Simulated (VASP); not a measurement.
# Au (Fm-3m) in VASP: a series of runs

Runs on Au. Level: PBE. Tasks: single point.

All numbers are computed with VASP 6.6.1; they aren't measurements. Logs are shortened: lines on timing, memory, paths and dates and some standing lists are left out, and cuts for length are marked.

## 1. The cell of the first run

The structure is cubic, space group Fm-3m (No. 225). The conventional cell has a = 3.985 Å, b = 3.985 Å, c = 3.985 Å, α = 90.00°, β = 90.00°, γ = 90.00°. Au (site symmetry m-3m) has 12 Au at 2.82 Å within 3.7 Å.

## 2. Single point, PBE (volume scaled by 0.88)

Input file INCAR:

```
ALGO = Normal ; EDIFF = 1E-7
ENCUT = 520 ; GGA = PE
ISIF = 2 ; ISMEAR = 0
LASPH = True ; LCHARG = True
LELF = True ; LREAL = False
LVHAR = True ; LWAVE = False
NBANDS = 12 ; NELM = 100
PREC = Accurate ; SIGMA = 0.1
```

Input file KPOINTS:

```
k-points
0
Gamma
  18 18 18
```

Input file POSCAR:

```
Au
1.0
    0.0000000000      1.9923266647      1.9923266647
    1.9923266647      0.0000000000      1.9923266647
    1.9923266647      1.9923266647      0.0000000000
Au
1
Direct
    0.0000000000      0.0000000000      0.0000000000
```

Potentials or basis: VASP PAW PBE potentials, release 64 (Au).

Started as:

```bash
> cat potpaw_PBE.64/Au/POTCAR > POTCAR
> mpirun -np 1 vasp_std > vasp.out
```

OUTCAR:

```text
EDIFF = 1E-7
   ENCUT = 520
   GGA = PE
   ISIF = 2
   ISMEAR = 0
   LASPH = True
   LREAL = False
   NELM = 100
   PREC = Accurate

 ion  position               nearest neighbor table
   1  0.000  0.000  0.000-

  LATTYP: Found a face centered cubic cell.
 ALAT       =     3.9846533294

  Lattice vectors:

 A1 = (   0.0000000000,   1.9923266647,   1.9923266647)
 A2 = (   1.9923266647,   0.0000000000,   1.9923266647)
 A3 = (   1.9923266647,   1.9923266647,   0.0000000000)

Analysis of symmetry for initial positions (statically):
=====================================================================
 Subroutine PRICEL returns:
 Original cell was already a primitive cell.

 Routine SETGRP: Setting up the symmetry group for a
 face centered cubic supercell.

 Subroutine GETGRP returns: Found 48 space group operations
 (whereof 48 operations were pure point group operations)
 out of a pool of 48 trial point group operations.

The static configuration has the point symmetry O_h .

Analysis of symmetry for dynamics (positions and initial velocities):
=====================================================================
 Subroutine PRICEL returns:
 Original cell was already a primitive cell.

 Routine SETGRP: Setting up the symmetry group for a
 face centered cubic supercell.

 Subroutine GETGRP returns: Found 48 space group operations
 (whereof 48 operations were pure point group operations)
 out of a pool of 48 trial point group operations.

The dynamic configuration has the point symmetry O_h .

 Subroutine INISYM returns: Found 48 space group operations
 (whereof 48 operations are pure point group operations),
 and found     1 'primitive' translations

----------------------------------------------------------------------------------------

                                     Primitive cell

  volume of cell :      15.8165

  direct lattice vectors                    reciprocal lattice vectors
     0.000000000  1.992326665  1.992326665    -0.250962861  0.250962861  0.250962861
     1.992326665  0.000000000  1.992326665     0.250962861 -0.250962861  0.250962861
     1.992326665  1.992326665  0.000000000     0.250962861  0.250962861 -0.250962861

  length of vectors
     2.817575390  2.817575390  2.817575390     0.434680426  0.434680426  0.434680426

  position of ions in fractional coordinates (direct lattice)
     0.000000000  0.000000000  0.000000000

  ion indices of the primitive-cell ions
   primitive index   ion index
                 1           1

----------------------------------------------------------------------------------------

 KPOINTS: k-points

Automatic generation of k-mesh.
 Grid dimensions read from file:
 generate k-points for:   18   18   18

 Generating k-lattice:

  Cartesian coordinates                     Fractional coordinates (reciprocal lattice)
    -0.013942381  0.013942381  0.013942381     0.055555556  0.000000000  0.000000000
     0.013942381 -0.013942381  0.013942381     0.000000000  0.055555556  0.000000000
     0.013942381  0.013942381 -0.013942381     0.000000000  0.000000000  0.055555556

  Length of vectors
     0.024148913  0.024148913  0.024148913

  Shift w.r.t. Gamma in fractional coordinates (k-lattice)
     0.000000000  0.000000000  0.000000000

 Subroutine IBZKPT returns following result:
 ===========================================

 Found    195 irreducible k-points:

 Following reciprocal coordinates:
            Coordinates               Weight
  0.000000  0.000000  0.000000      1.000000
  0.055556  0.000000  0.000000      8.000000
  0.111111  0.000000  0.000000      8.000000
  0.166667  0.000000  0.000000      8.000000
  0.222222  0.000000  0.000000      8.000000
  0.277778  0.000000  0.000000      8.000000
[... 16 lines left out ...]
 -0.277778  0.055556  0.000000     24.000000
 -0.222222  0.055556  0.000000     24.000000
 [... further k-points ...]
   k-points           NKPTS =    195   k-points in BZ     NKDIM =    195   number of bands    NBANDS=     12
   number of dos      NEDOS =    301   number of ions     NIONS =      1
   total plane-waves  NPLWV =  13824
   dimension x,y,z NGX =    24 NGY =   24 NGZ =   24
   dimension x,y,z NGXF=    48 NGYF=   48 NGZF=   48
   ions per type =               1
   NGX,Y,Z   is equivalent  to a cutoff of  14.16, 14.16, 14.16 a.u.
   NGXF,Y,Z  is equivalent  to a cutoff of  28.32, 28.32, 28.32 a.u.
 SYSTEM =  unknown system
   PREC   = accura    normal or accurate (medium, high low for compatibility)
   ISTART =      0    job   : 0-new  1-cont  2-samecut
   ICHARG =      2    charge: 1-file 2-atom 10-const
   ISPIN  =      1    spin polarized calculation?
   LNONCOLLINEAR =      F non collinear calculations
   LSORBIT =      F    spin-orbit coupling
   LASPH  =      T    aspherical Exc in radial PAW
   ENCUT  =  520.0 eV  38.22 Ry    6.18 a.u.   5.24  5.24  5.24*2*pi/ulx,y,z
   NELM   =    100;   NELMIN=  2; NELMDL= -5     # of ELM steps
   EDIFF  = 0.1E-06   stopping-criterion for ELM
   LREAL  =      F    real-space projection
   EDIFFG = 0.1E-05   stopping-criterion for IOM
   NSW    =      0    number of steps for IOM
   IBRION =     -1    ionic relax: 0-MD 1-quasi-New 2-CG
   NFREE  =      0    steps in history (QN), initial steepest desc. (CG)
   ISIF   =      2    stress and relaxation
   ISYM   =      2    0-nonsym 1-usesym 2-fastsym
   POTIM  = 0.5000    time-step for ionic-motion
   TEBEG  =    0.0;   TEEND  =   0.0 temperature during run
   PSTRESS=    0.0 pullay stress
   NELECT =      11.0000    total number of electrons
   NUPDOWN=      -1.0000    fix difference up-down
   EMIN   =  10.00;   EMAX   =-10.00  energy-range for DOS
   EFERMI =   0.00;   METHOD = LEGACY
   ISMEAR =     0;   SIGMA  =   0.10  broadening in eV -4-tet -1-fermi 0-gaus
   EFERMI_NEDOS =   21; number of points for ismear=-14 and -15
   IALGO  =     38    algorithm
   IMIX   =      4    mixing-type and parameters
     AMIX     =   0.40;   BMIX     =  1.00
     AMIX_MAG =   1.60;   BMIX_MAG =  1.00
  volume/ion in A,a.u.               =      15.82       106.74
  Fermi-wavevector in a.u.,A,eV,Ry     =   1.450447  2.740947 28.623887  2.103796
  Thomas-Fermi vector in A             =   2.568058
   LORBIT       =      0    0 simple, 1 ext, 2 COOP (PROOUT), +10 PAW based schemes
   GGA     = PE    functional components
   LHFCALC =     F    Hartree Fock is set to
   AEXX    =    0.0000 exact exchange contribution
   IVDW    =     0    specifies the selected vdW correction
   LEPSILON=     F    determine dielectric tensor
   LRPA    =     F    only Hartree local field effects (RPA)
 non-spin polarized calculation
 Gauss-broadening in eV      SIGMA  =   0.10
  energy-cutoff  :      520.00
  volume of cell :       15.82
 maximum number of plane-waves:       444
 NGX is ok and might be reduce to    24
   NGX = 11   NGY = 11   NGZ = 11

 number of electron      11.0000002 magnetization

 Free energy of the ion-electron system (eV)
  ---------------------------------------------------
  ext. energy  EPLUGINS =         0.00000000
  ---------------------------------------------------
  free energy    TOTEN  =        -3.07266007 eV

  energy without entropy =       -3.07118204  energy(sigma->0) =       -3.07192106

 E-fermi :  10.7946     XC(G=0): -13.1682

 val. band max:       10.7649809732   @ k =   0.5000   0.1667   0.0556
 cond. band min:      10.8263937960   @ k =   0.5000   0.2778   0.1111
 fundamental gap:      0.0614128228
 Fermi energy:        10.7945602093

 k-point     1 :       0.0000    0.0000    0.0000
  band No.  band energies     occupation
      1       0.0988      2.00000
      2       5.6583      2.00000
      3       5.6583      2.00000
      4       5.6583      2.00000
      5       7.3855      2.00000
      6       7.3855      2.00000
      7      25.1609      0.00000
      8      29.5945      0.00000
      9      29.5945      0.00000
     10      29.5945      0.00000
     11      34.7470      0.00000
     12      40.2860      0.00000

 k-point     2 :       0.0556    0.0000    0.0000
  band No.  band energies     occupation
      1       0.2145      2.00000
      2       5.6165      2.00000
      3       5.7004      2.00000
      4       5.7004      2.00000
      5       7.3650      2.00000
      6       7.3650      2.00000
      7      25.3141      0.00000
      8      28.8852      0.00000
      9      29.7485      0.00000
     10      29.7485      0.00000
     11      35.4272      0.00000
     12      38.8012      0.00000

 k-point     3 :       0.1111    0.0000    0.0000
  band No.  band energies     occupation
      1       0.5518      2.00000
      2       5.5104      2.00000
      3       5.8102      2.00000
      4       5.8102      2.00000
      5       7.3226      2.00000
      6       7.3226      2.00000
      7      25.7034      0.00000
      8      27.3974      0.00000
      9      30.1905      0.00000
     10      30.1905      0.00000
     11      35.5407      0.00000
     12      38.1106      0.00000
[... 286 lines left out ...]
 k-point    23 :      -0.2778    0.0556    0.0000
  band No.  band energies     occupation
      1       2.5118      2.00000
      2       5.6800      2.00000
      3       5.9322      2.00000
      4       5.9565      2.00000
      5       7.5875      2.00000
      6       8.1925      2.00000
      7      20.6664      0.00000
      8      26.0763      0.00000
      9      29.5007      0.00000
     10      32.2932      0.00000
     11      32.8837      0.00000
     12      34.5672      0.00000

 k-point    24 :      -0.2222    0.0556    0.0000
  band No.  band energies     occupation
      1       2.0051      2.00000
      2       5.3394      2.00000
      3       5.9967      2.00000
      4       6.0418      2.00000
      5       7.2657      2.00000
      6       7.8175      2.00000
      7      22.8553      0.00000
      8      26.5125      0.00000
      9      30.0942      0.00000
     10      32.0921      0.00000
     11      33.0388      0.00000
     12      34.4599      0.00000

 [... further k-points ...]
[... 5 lines left out ...]
  --------------------------------------------------------------------------------------
  -------------------------------------------------------------------------------------
  Total        2.5366057      2.5366057      2.5366057      0.0000000     -0.0000000     -0.0000000
  in kB      256.9519435    256.9519435    256.9519435      0.0000000     -0.0000000     -0.0000000
  external PRESSURE =     256.9519435 kB  Pullay stress =       0.0000000 kB

 VOLUME and BASIS-vectors are now :
 -----------------------------------------------------------------------------
  energy-cutoff  :      520.00
  volume of cell :       15.82
      direct lattice vectors                 reciprocal lattice vectors
     0.000000000  1.992326665  1.992326665    -0.250962861  0.250962861  0.250962861
     1.992326665  0.000000000  1.992326665     0.250962861 -0.250962861  0.250962861
     1.992326665  1.992326665  0.000000000     0.250962861  0.250962861 -0.250962861

 POSITION                                       TOTAL-FORCE (eV/Angst)
 -----------------------------------------------------------------------------------
      0.00000      0.00000      0.00000         0.000000      0.000000      0.000000
 -----------------------------------------------------------------------------------
    total drift:                               -0.000000      0.000000      0.000000

  FREE ENERGIE OF THE ION-ELECTRON SYSTEM (eV)
  ---------------------------------------------------
  free  energy   TOTEN  =        -3.0726600738 eV

  energy  without entropy=       -3.0711820364  energy(sigma->0) =       -3.07192106
```

Run time: 10 s. Hardware: 1 thread of Intel Xeon 6975P-C (Granite Rapids), shared host; peak memory 0.16 GiB.

What came out:

| Item | Value |
| --- | --- |
| Free energy | -3.0727 eV |
| Pressure | 25.7 GPa |

Levels at points of the mesh, in eV from the Fermi level:
| k point | band 4 | band 5 | band 6 | band 7 | band 8 | band 9 |
| --- | --- | --- | --- | --- | --- | --- |
| (0.00, 0.00, 0.00) | -5.14 | -3.41 | -3.41 | 14.37 | 18.80 | 18.80 |
| (0.50, 0.00, 0.00) | -2.04 | -2.04 | -1.34 | 3.48 | 13.84 | 17.66 |
| (0.50, 0.50, 0.00) | -1.67 | -1.67 | 0.79 | 6.40 | 10.20 | 10.20 |

Caveat: spin-orbit coupling is left out, which moves the levels of the heavy elements.

## 3. Single point, PBE (volume scaled by 0.91)

Input file INCAR:

```
ALGO = Normal
EDIFF = 1E-7
ENCUT = 520
GGA = PE
ISIF = 2
ISMEAR = 0
LASPH = True
LCHARG = False
LREAL = False
LWAVE = False
NBANDS = 12
NELM = 80
PREC = Accurate
SIGMA = 0.1
```

KPOINTS is that of step 2.

Input file POSCAR:

```
Au
1.0
    0.0000000000      2.0147142314      2.0147142314
    2.0147142314      0.0000000000      2.0147142314
    2.0147142314      2.0147142314      0.0000000000
Au
1
Direct
    0.0000000000      0.0000000000      0.0000000000
```

Potentials or basis: VASP PAW PBE potentials, release 64 (Au).

Started as:

```bash
> cat potpaw_PBE.64/Au/POTCAR > POTCAR
> mpirun -np 1 vasp_std > vasp.out
```

Wall time 10 s (1 thread of Intel Xeon 6975P-C (Granite Rapids), shared host); peak memory 0.17 GiB.

It converged, with:

| Property | Result |
| --- | --- |
| Free energy | -3.1447 eV |
| Pressure | 17.1 GPa |

Levels at points of the mesh, in eV from the Fermi level:
```
           k point  band 3  band 4  band 5  band 6  band 7  band 8  band 9  band 10
(0.00, 0.00, 0.00)   -4.92   -4.92   -3.29   -3.29   14.45   18.69   18.69    18.69
(0.50, 0.00, 0.00)   -4.96   -2.00   -2.00   -1.15    3.30   13.92   17.44    17.44
(0.50, 0.50, 0.00)   -2.05   -1.65   -1.65    0.90    6.12   10.13   10.13    17.67
```

Caveat: spin-orbit coupling is left out, which moves the levels of the heavy elements.
